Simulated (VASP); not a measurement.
# Mg3NbO2: single point with PBE

Crystal: Mg3NbO2.

```
CELL_PARAMETERS angstrom
6.40270 0.00000 0.00000
-3.20135 5.54490 0.00000
0.00000 0.00000 3.98631
ATOMIC_POSITIONS crystal
Mg 0.52219 0.47781 0.50000
Mg 0.52219 0.04439 0.50000
Mg 0.95561 0.47781 0.50000
Nb 0.33333 0.66667 0.00000
O 0.33333 0.66667 0.50000
O 0.00000 0.00000 0.00000
```

```json
{"Program": "VASP 6.6.1", "Task": "single point", "Functional": "PBE", "Potentials or basis": "VASP PAW PBE potentials, release 64 (Mg, Nb_sv, O)", "Cutoff": "520 eV", "k mesh": "6 × 6 × 4", "Occupations": "gaussian, width 0.1 eV", "Spin": "no spin polarisation", "Dipole correction": "no", "Further INCAR settings": "ALGO = Normal; EDIFF = 1e-06; NBANDS = 24"}
```

```json
{
 "Pressure": "0.0 GPa",
 "Largest force": "0.011 eV/Å"
}
```

Forces in eV/Å, atoms in the order of the input:
```
Mg  -0.010  0.006  0.000
Mg   0.000 -0.011  0.000
Mg   0.010  0.006  0.000
Nb   0.000  0.000  0.000
O    0.000  0.000  0.000
O    0.000  0.000  0.000
```

Stress tensor (GPa, compression positive):
```
 0.09  0.00  0.00
 0.00  0.09  0.00
 0.00  0.00 -0.19
```

Levels at points of the mesh, in eV from the Fermi level:
| k point | band 13 | band 14 | band 15 | band 16 | band 17 | band 18 |
| --- | --- | --- | --- | --- | --- | --- |
| (0.00, 0.00, 0.00) | -0.46 | -0.46 | -0.20 | -0.20 | -0.20 | 0.04 |
| (0.50, 0.00, 0.00) | -0.58 | -0.50 | -0.47 | -0.39 | -0.10 | -0.05 |
| (0.00, 0.00, 0.50) | -0.98 | -0.53 | 0.16 | 0.16 | 1.61 | 1.61 |
| (0.50, 0.00, 0.50) | -0.86 | -0.52 | 0.02 | 0.09 | 1.04 | 1.08 |

Wall time 100 s on 1 thread of Intel(R) Xeon(R) Platinum 8559C (Emerald Rapids), with other jobs on the host, peak memory 0.28 GiB.

Caveat: the k points lie up to 0.39 Å⁻¹ apart; an odd number of electrons without spin polarisation forces a metal; a magnetic or distorted state may lie lower.
